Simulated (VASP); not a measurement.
# Se (P3_121) in VASP: a series of runs

The runs below take Se through single point, with PBEsol+D3(BJ).

Program: VASP 6.6.1. These are calculated values, not measurements. Logs are shortened: lines on timing, memory, paths and dates and some standing lists are left out, and cuts for length are marked.

### 1 The cell of the first run

It takes space group P3_121 (No. 152, trigonal). The conventional cell has a = 4.040 Å, b = 4.040 Å, c = 5.134 Å, α = 90.00°, β = 90.00°, γ = 120.00°. Within 3.3 Å of Se (site symmetry 2) lie 6 Se at 2.50 to 3.13 Å.

### 2 Single point, PBEsol+D3(BJ) (24.19 Å³/atom)

INCAR

```
ALGO = Normal
EDIFF = 1E-6
ENCUT = 520
GGA = PS
ISIF = 2
ISMEAR = 0
IVDW = 12
LASPH = T
LCHARG = F
LREAL = F
LWAVE = F
NBANDS = 16
NELM = 100
PREC = Accurate
SIGMA = 0.03
```

KPOINTS

```
k-points
0
Gamma
  12 12 8
```

POSCAR

```
Se
1.0
    4.0402334100      0.0000000000      0.0000000000
   -2.0201167050      3.4989447703      0.0000000000
    0.0000000000      0.0000000000      5.1339245941
Se
3
Direct
    0.2610773134      0.0000000000      0.3333333333
    0.0000000000      0.2610773134      0.6666666667
    0.7389226866      0.7389226866      0.0000000000
```

Potentials or basis: VASP PAW PBE potentials, release 64 (Se).

Started as:

```sh
$ cat potpaw_PBE.64/Se/POTCAR > POTCAR
$ mpirun -np 1 vasp_std > vasp.out
```

OUTCAR:

```text
EDIFF = 1E-6
   ENCUT = 520
   GGA = PS
   ISIF = 2
   ISMEAR = 0
   IVDW = 12
   LASPH = T
   LREAL = F
   NELM = 100
   PREC = Accurate
 IVDW          = 12

 ion  position               nearest neighbor table
   1  0.261  0.000  0.333-   3 2.50   2 2.50
   2  0.000  0.261  0.667-   3 2.50   1 2.50
   3  0.739  0.739  0.000-   1 2.50   2 2.50

  LATTYP: Found a hexagonal cell.
 ALAT       =     4.0402334100
 C/A-ratio  =     1.2707000000

  Lattice vectors:

 A1 = (   4.0402334100,   0.0000000000,   0.0000000000)
 A2 = (  -2.0201167050,   3.4989447703,   0.0000000000)
 A3 = (   0.0000000000,   0.0000000000,   5.1339245941)

Analysis of symmetry for initial positions (statically):
=====================================================================
 Subroutine PRICEL returns:
 Original cell was already a primitive cell.

 Routine SETGRP: Setting up the symmetry group for a
 hexagonal supercell.

 Subroutine GETGRP returns: Found  6 space group operations
 (whereof  2 operations were pure point group operations)
 out of a pool of 24 trial point group operations.

The static configuration has the point symmetry C_2 .
 The point group associated with its full space group is D_3 .

Analysis of symmetry for dynamics (positions and initial velocities):
=====================================================================
 Subroutine PRICEL returns:
 Original cell was already a primitive cell.

 Routine SETGRP: Setting up the symmetry group for a
 hexagonal supercell.

 Subroutine GETGRP returns: Found  6 space group operations
 (whereof  2 operations were pure point group operations)
 out of a pool of 24 trial point group operations.

The dynamic configuration has the point symmetry C_2 .
 The point group associated with its full space group is D_3 .

 Subroutine INISYM returns: Found  6 space group operations
 (whereof  2 operations are pure point group operations),
 and found     1 'primitive' translations

----------------------------------------------------------------------------------------

                                     Primitive cell

  volume of cell :      72.5760

  direct lattice vectors                    reciprocal lattice vectors
     4.040233410  0.000000000  0.000000000     0.247510453  0.142900226  0.000000000
    -2.020116705  3.498944770  0.000000000     0.000000000  0.285800453  0.000000000
     0.000000000  0.000000000  5.133924594     0.000000000  0.000000000  0.194782760

  length of vectors
     4.040233410  4.040233410  5.133924594     0.285800453  0.285800453  0.194782760

  position of ions in fractional coordinates (direct lattice)
     0.261077313  0.000000000  0.333333333
     0.000000000  0.261077313  0.666666667
     0.738922687  0.738922687  0.000000000

  ion indices of the primitive-cell ions
   primitive index   ion index
                 1           1
                 2           2
                 3           3

----------------------------------------------------------------------------------------

 KPOINTS: k-points

Automatic generation of k-mesh.
 Grid dimensions read from file:
 generate k-points for:   12   12    8

 Generating k-lattice:

  Cartesian coordinates                     Fractional coordinates (reciprocal lattice)
     0.020625871  0.011908352  0.000000000     0.083333333  0.000000000  0.000000000
     0.000000000  0.023816704  0.000000000     0.000000000  0.083333333  0.000000000
     0.000000000  0.000000000  0.024347845     0.000000000  0.000000000  0.125000000

  Length of vectors
     0.023816704  0.023816704  0.024347845

  Shift w.r.t. Gamma in fractional coordinates (k-lattice)
     0.000000000  0.000000000  0.000000000

 Subroutine IBZKPT returns following result:
 ===========================================

 Found    131 irreducible k-points:

 Following reciprocal coordinates:
            Coordinates               Weight
  0.000000  0.000000  0.000000      1.000000
  0.083333  0.000000  0.000000      6.000000
  0.166667  0.000000  0.000000      6.000000
  0.250000  0.000000  0.000000      6.000000
  0.333333 -0.000000  0.000000      6.000000
  0.416667  0.000000  0.000000      6.000000
[... 16 lines left out ...]
  0.166667  0.000000  0.125000      6.000000
  0.000000  0.166667  0.125000      6.000000
 [... further k-points ...]
   k-points           NKPTS =    131   k-points in BZ     NKDIM =    131   number of bands    NBANDS=     16
   number of dos      NEDOS =    301   number of ions     NIONS =      3
   total plane-waves  NPLWV =  36000
   dimension x,y,z NGX =    30 NGY =   30 NGZ =   40
   dimension x,y,z NGXF=    60 NGYF=   60 NGZF=   80
   ions per type =               3
   NGX,Y,Z   is equivalent  to a cutoff of  12.34, 12.34, 12.95 a.u.
   NGXF,Y,Z  is equivalent  to a cutoff of  24.69, 24.69, 25.91 a.u.
 SYSTEM =  unknown system
   PREC   = accura    normal or accurate (medium, high low for compatibility)
   ISTART =      0    job   : 0-new  1-cont  2-samecut
   ICHARG =      2    charge: 1-file 2-atom 10-const
   ISPIN  =      1    spin polarized calculation?
   LNONCOLLINEAR =      F non collinear calculations
   LSORBIT =      F    spin-orbit coupling
   LASPH  =      T    aspherical Exc in radial PAW
   ENCUT  =  520.0 eV  38.22 Ry    6.18 a.u.   7.51  7.51  9.55*2*pi/ulx,y,z
   NELM   =    100;   NELMIN=  2; NELMDL= -5     # of ELM steps
   EDIFF  = 0.1E-05   stopping-criterion for ELM
   LREAL  =      F    real-space projection
   EDIFFG = 0.1E-04   stopping-criterion for IOM
   NSW    =      0    number of steps for IOM
   IBRION =     -1    ionic relax: 0-MD 1-quasi-New 2-CG
   NFREE  =      0    steps in history (QN), initial steepest desc. (CG)
   ISIF   =      2    stress and relaxation
   ISYM   =      2    0-nonsym 1-usesym 2-fastsym
   POTIM  = 0.5000    time-step for ionic-motion
   TEBEG  =    0.0;   TEEND  =   0.0 temperature during run
   PSTRESS=    0.0 pullay stress
   NELECT =      18.0000    total number of electrons
   NUPDOWN=      -1.0000    fix difference up-down
   EMIN   =  10.00;   EMAX   =-10.00  energy-range for DOS
   EFERMI =   0.00;   METHOD = LEGACY
   ISMEAR =     0;   SIGMA  =   0.03  broadening in eV -4-tet -1-fermi 0-gaus
   EFERMI_NEDOS =   21; number of points for ismear=-14 and -15
   IALGO  =     38    algorithm
   IMIX   =      4    mixing-type and parameters
     AMIX     =   0.40;   BMIX     =  1.00
     AMIX_MAG =   1.60;   BMIX_MAG =  1.00
  volume/ion in A,a.u.               =      24.19       163.26
  Fermi-wavevector in a.u.,A,eV,Ry     =   1.028572  1.943719 14.394422  1.057960
  Thomas-Fermi vector in A             =   2.162575
   LORBIT       =      0    0 simple, 1 ext, 2 COOP (PROOUT), +10 PAW based schemes
   GGA     = PS    functional components
   LHFCALC =     F    Hartree Fock is set to
   AEXX    =    0.0000 exact exchange contribution
   IVDW    =    12    specifies the selected vdW correction
   LEPSILON=     F    determine dielectric tensor
   LRPA    =     F    only Hartree local field effects (RPA)
 non-spin polarized calculation
 Gauss-broadening in eV      SIGMA  =   0.03
  energy-cutoff  :      520.00
  volume of cell :       72.58
 maximum number of plane-waves:      1987
   NGX = 15   NGY = 15   NGZ = 19

 number of electron      18.0000000 magnetization

 Free energy of the ion-electron system (eV)
  ---------------------------------------------------
  ext. energy  EPLUGINS =         0.00000000
  ---------------------------------------------------
  free energy    TOTEN  =       -11.52855703 eV

  energy without entropy =      -11.52855703  energy(sigma->0) =      -11.52855703

 E-fermi :   3.9412     XC(G=0):  -9.7044

 val. band max:        3.7460420580   @ k =   0.3333   0.3333   0.5000
 cond. band min:       4.1779386138   @ k =   0.3333   0.3333   0.5000
 fundamental gap:      0.4318965558
 Fermi energy:         3.9412384822

 k-point     1 :       0.0000    0.0000    0.0000
  band No.  band energies     occupation
      1     -12.1429      2.00000
      2      -8.1927      2.00000
      3      -8.1927      2.00000
      4       0.1214      2.00000
      5       0.4268      2.00000
      6       0.4268      2.00000
[... 8 lines left out ...]
     15      10.6605      0.00000
     16      11.8731      0.00000

 k-point     2 :       0.0833    0.0000    0.0000
  band No.  band energies     occupation
      1     -12.0913      2.00000
      2      -8.2148      2.00000
      3      -8.1829      2.00000
      4      -0.2797      2.00000
      5       0.1651      2.00000
      6       0.3744      2.00000
[... 8 lines left out ...]
     15      10.9736      0.00000
     16      11.7875      0.00000

 k-point     3 :       0.1667    0.0000    0.0000
  band No.  band energies     occupation
      1     -11.9409      2.00000
      2      -8.2933      2.00000
      3      -8.1545      2.00000
      4      -0.9319      2.00000
      5      -0.2523      2.00000
      6       0.1539      2.00000
[... 8 lines left out ...]
     15      11.4923      0.00000
     16      12.0812      0.00000

 k-point     4 :       0.2500    0.0000    0.0000
  band No.  band energies     occupation
      1     -11.7068      2.00000
      2      -8.4515      2.00000
      3      -8.1131      2.00000
      4      -1.4251      2.00000
      5      -0.6447      2.00000
      6      -0.1096      2.00000
[... 8 lines left out ...]
     15      11.9407      0.00000
     16      12.7581      0.00000
[... 324 lines left out ...]
 k-point    22 :       0.0000    0.0833    0.1250
  band No.  band energies     occupation
      1     -12.0222      2.00000
      2      -8.9985      2.00000
      3      -7.4074      2.00000
      4      -0.1969      2.00000
      5      -0.0823      2.00000
      6       0.5101      2.00000
[... 8 lines left out ...]
     15      11.0642      0.00000
     16      11.5632      0.00000

 k-point    23 :       0.1667    0.0000    0.1250
  band No.  band energies     occupation
      1     -11.8745      2.00000
      2      -8.9485      2.00000
      3      -7.5400      2.00000
      4      -0.8372      2.00000
      5      -0.1110      2.00000
      6       0.2277      2.00000
[... 8 lines left out ...]
     15      11.2815      0.00000
     16      11.5390      0.00000

 k-point    24 :       0.0000    0.1667    0.1250
  band No.  band energies     occupation
      1     -11.8724      2.00000
      2      -8.9834      2.00000
      3      -7.4808      2.00000
      4      -0.9012      2.00000
      5      -0.4868      2.00000
      6       0.2418      2.00000
[... 8 lines left out ...]
     15      11.5347      0.00000
     16      12.2405      0.00000

 [... further k-points ...]

------------------------ aborting loop because EDIFF is reached ----------------------------------------

 Edisp (eV)   -0.93282

 E8    (eV) :    -0.5890

  FORCE on cell =-STRESS in cart. coord.  units (eV):
  Direction    XX          YY          ZZ          XY          YZ          ZX
  --------------------------------------------------------------------------------------
  -------------------------------------------------------------------------------------
  Total      -1.91074    -1.91074    -1.98715     0.00000     0.00000     0.00000
  in kB     -42.18130   -42.18130   -43.86796     0.00000     0.00000     0.00000
  external pressure =      -42.74 kB  Pullay stress =        0.00 kB

 VOLUME and BASIS-vectors are now :
 -----------------------------------------------------------------------------
  energy-cutoff  :      520.00
  volume of cell :       72.58
      direct lattice vectors                 reciprocal lattice vectors
     4.040233410  0.000000000  0.000000000     0.247510453  0.142900226  0.000000000
    -2.020116705  3.498944770  0.000000000     0.000000000  0.285800453  0.000000000
     0.000000000  0.000000000  5.133924594     0.000000000  0.000000000  0.194782760

 POSITION                                       TOTAL-FORCE (eV/Angst)
 -----------------------------------------------------------------------------------
      1.05481      0.00000      1.71131        -0.409380      0.000000     -0.000000
     -0.52741      0.91350      3.42262         0.204690     -0.354533      0.000000
      1.49271      2.58545      0.00000         0.204690      0.354533     -0.000000
 -----------------------------------------------------------------------------------
    total drift:                               -0.000000     -0.000001      0.000000

  FREE ENERGIE OF THE ION-ELECTRON SYSTEM (eV)
  ---------------------------------------------------
  free  energy   TOTEN  =       -12.4613729783 eV

  energy  without entropy=      -12.4613729783  energy(sigma->0) =      -12.46137298
```

Run time: 1.9 min. Hardware: 1 thread of Oxide Virtual Turin-like, shared host; peak memory 0.23 GiB.

What came out:

```
Free energy                : -12.4614 eV
Pressure                   : -4.3 GPa
Largest force              : 0.409 eV/Å
Band gap on the k mesh     : 0.43 eV
Dispersion energy per atom : -0.311 eV
```

Forces in eV/Å, atoms in the order of the input:
```
Se  -0.409  0.000  0.000
Se   0.205 -0.355  0.000
Se   0.205  0.355  0.000
```

Levels at points of the mesh, in eV from the valence-band top:
| k point | band 6 | band 7 | band 8 | band 9 | band 10 | band 11 | band 12 | band 13 |
| --- | --- | --- | --- | --- | --- | --- | --- | --- |
| (0.00, 0.00, 0.00) | -3.32 | -1.91 | -1.91 | -0.78 | 1.29 | 1.29 | 1.80 | 6.34 |
| (0.50, 0.00, 0.00) | -3.98 | -3.75 | -1.26 | -0.92 | 1.16 | 1.27 | 4.00 | 4.09 |
| (0.00, 0.00, 0.50) | -3.09 | -1.40 | -1.31 | -1.31 | 0.56 | 0.56 | 0.72 | 5.51 |
| (0.50, 0.00, 0.50) | -4.21 | -2.65 | -2.16 | -0.07 | 1.20 | 2.37 | 2.85 | 5.89 |

Caveat: the cell stands under tension; semilocal functionals underestimate gaps, and a narrow one can read as zero; the PAW data sets were made with another functional, which shifts forces and pressure a little.

### 3 Single point, PBEsol+D3(BJ) (21.20 Å³/atom)

This run uses another cell than the first one, of 21.20 Å³/atom.

INCAR

```
SYSTEM = Se
PREC = Accurate ; ENCUT = 520
EDIFF = 1E-6 ; ISMEAR = 0
SIGMA = 0.03 ; LREAL = .False.
LASPH = .True. ; NELM = 100
ALGO = Normal ; ISIF = 2
LWAVE = .False. ; LCHARG = .False.
GGA = PS ; IVDW = 12
NBANDS = 16
```

KPOINTS

```
regular mesh
0
Gamma
  12 12 8
  0 0 0
```

POSCAR

```
Se
1.0
    3.7143007628      0.0000000000      0.0000000000
   -1.8571503814      3.2166788179      0.0000000000
    0.0000000000      0.0000000000      5.3244501435
Se
3
Direct
    0.2610773134      0.0000000000      0.3333333333
    0.0000000000      0.2610773134      0.6666666667
    0.7389226866      0.7389226866      0.0000000000
```

Potentials or basis: VASP PAW PBE potentials, release 64 (Se).

Started as:

```sh
$ cat potpaw_PBE.64/Se/POTCAR > POTCAR
$ mpirun -np 1 vasp_std > vasp.out
```

Run time: 1.9 min. Hardware: 1 thread of Oxide Virtual Turin-like, shared host; peak memory 0.23 GiB.

It converged, with:

```yaml
Free_energy: -12.4750 eV
Pressure: 2.7 GPa
Largest_force: 0.264 eV/Å
Band_gap_on_the_k_mesh: zero (filled and empty bands touch)
Dispersion_energy_per_atom: -0.355 eV
```

Forces on the atoms (eV/Å):
```
Se   0.264  0.000  0.000
Se  -0.132  0.229  0.000
Se  -0.132 -0.229  0.000
```

Stress tensor (GPa, compression positive):
```
3.74 0.00 0.00
0.00 3.74 0.00
0.00 0.00 0.72
```

Levels at points of the mesh, in eV from the Fermi level:
```csv
k point,band 7,band 8,band 9,band 10,band 11,band 12
"(0.00, 0.00, 0.00)",-1.72,-1.72,-0.55,1.35,1.35,2.62
"(0.50, 0.00, 0.00)",-4.17,-1.35,-0.91,1.10,1.34,3.57
"(0.00, 0.00, 0.50)",-1.41,-0.86,-0.86,0.77,1.18,1.18
"(0.50, 0.00, 0.50)",-2.90,-2.57,-0.61,0.49,2.17,3.30
```

Caveat: the PAW data sets were made with another functional, which shifts forces and pressure a little.

(Continued in part 2 of 2.)
